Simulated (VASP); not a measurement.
Write the native input for VASP 6.6.1 that does the following.

| Property | Result |
| --- | --- |
| Task | single point |
| Functional | r2SCAN |
| Potentials or basis | VASP PAW PBE potentials, release 64 (Sn_d, O) |
| Cutoff | 520 eV |
| k mesh | 10 × 10 × 8 |
| Occupations | gaussian, width 0.03 eV |
| Spin | no spin polarisation |
| Dipole correction | no |
| Further INCAR settings | ALGO = Normal; EDIFF = 1e-06; NBANDS = 28 |

SnO:

```
Sn O
1.0
     3.80200    0.00000    0.00000
     0.00000    3.80200    0.00000
     0.00000    0.00000    4.83600
Sn O
2 2
Direct
  0.00000 0.50000 0.23850
  0.50000 0.00000 0.76150
  0.00000 0.00000 0.00000
  0.50000 0.50000 0.00000
```

The input as run:

POSCAR

```
SnO
1.0
    3.8020000000      0.0000000000      0.0000000000
    0.0000000000      3.8020000000      0.0000000000
    0.0000000000      0.0000000000      4.8360000000
Sn O
2 2
Direct
    0.0000000000      0.5000000000      0.2385000000
    0.5000000000      0.0000000000      0.7615000000
    0.0000000000      0.0000000000      0.0000000000
    0.5000000000      0.5000000000      0.0000000000
```

INCAR.step1

```
SYSTEM = SnO
ALGO     = Normal         ! electronic algorithm
EDIFF    = 1E-4           ! SCF threshold, eV
ENCUT    = 520            ! plane-wave cutoff, eV
GGA      = PE             ! functional
ISMEAR   = 0              ! smearing method
LASPH    = .True.         ! aspherical terms in the spheres
LCHARG   = .False.        ! write CHGCAR
LREAL    = .False.        ! projectors in reciprocal space
LWAVE    = .True.         ! write WAVECAR
NBANDS   = 28             ! bands
NELM     = 80             ! most SCF steps
PREC     = Accurate       ! precision mode
SIGMA    = 0.03           ! smearing width, eV
```

INCAR.step2

```
SYSTEM = SnO
ALGO     = Normal         ! electronic algorithm
EDIFF    = 1E-6           ! SCF threshold, eV
ENCUT    = 520            ! plane-wave cutoff, eV
ISIF     = 2              ! what is computed and relaxed
ISMEAR   = 0              ! smearing method
ISTART   = 1            
LASPH    = .True.         ! aspherical terms in the spheres
LCHARG   = .False.        ! write CHGCAR
LMIXTAU  = .True.       
LREAL    = .False.        ! projectors in reciprocal space
LWAVE    = .False.        ! write WAVECAR
METAGGA  = R2SCAN         ! meta-GGA
NBANDS   = 28             ! bands
NELM     = 80             ! most SCF steps
PREC     = Accurate       ! precision mode
SIGMA    = 0.03           ! smearing width, eV
```

KPOINTS

```
k-points
0
Gamma
  10 10 8
  0 0 0
```

Potentials or basis: VASP PAW PBE potentials, release 64 (Sn_d, O).

The run is started by

```console
$ cat potpaw_PBE.64/Sn_d/POTCAR potpaw_PBE.64/O/POTCAR > POTCAR
$ cp INCAR.step1 INCAR
$ mpirun -np 1 vasp_std > vasp.out
$ cp INCAR.step2 INCAR
$ mpirun -np 1 vasp_std > vasp.out
```

It gave:

- Pressure: 0.7 GPa
- Largest force: 0.018 eV/Å
- Band gap on the k mesh: 0.14 eV (least direct gap 2.29 eV)

Caveat: the PAW data sets were made with another functional, which shifts forces and pressure a little; spin-orbit coupling is left out, which moves the levels of the heavy elements.

Run time: 7.8 min on 1 thread of Intel Xeon 8259CL (shared host), peak memory 0.29 GiB.
